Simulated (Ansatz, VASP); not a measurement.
**Two plane-wave programs on Rh**

```xyz
2
Lattice="2.6900 0.0000 0.0000 -1.3450 2.3296 0.0000 0.0000 0.0000 4.4949" Properties=species:S:1:pos:R:3 pbc="T T T"
Rh    1.3450    0.7765    3.3712
Rh    0.0000    1.5531    1.1237
```

Change from the starting cell: strain -0.015 along x and y, +0.015 along z, atoms carried along.

Alike in both runs: task single point; functional PBEsol; k mesh 18 × 18 × 12; occupations gaussian, width 0.15 eV; no spin polarisation.

```csv
,VASP,Ansatz
version,VASP 6.6.1,Ansatz 0.2.0
potentials or method,"VASP PAW PBE potentials, release 64 (Rh_pv), cutoff 500 eV","scalar-relativistic, plane waves, PAW"
valence electrons in the cell,30,34
```

```tsv
	VASP	Ansatz	Ansatz less VASP
gap on the k mesh at the Fermi level (eV)	none	none	-
pressure (GPa)	-9.9	-9.9	+0.01
traceless stress, the component that is largest in VASP (GPa)	-5.92	-5.91	+0.012
```

VASP's potentials were made for PBE, not for PBEsol. A gap of «none» marks a metal or a gap that the smearing closes. With one functional, cell and mesh, what is left measures potentials, basis and numerics. VASP's potentials hold 30 valence electrons a cell and Ansatz's 34, so a difference there can come from the potentials and not from the codes.
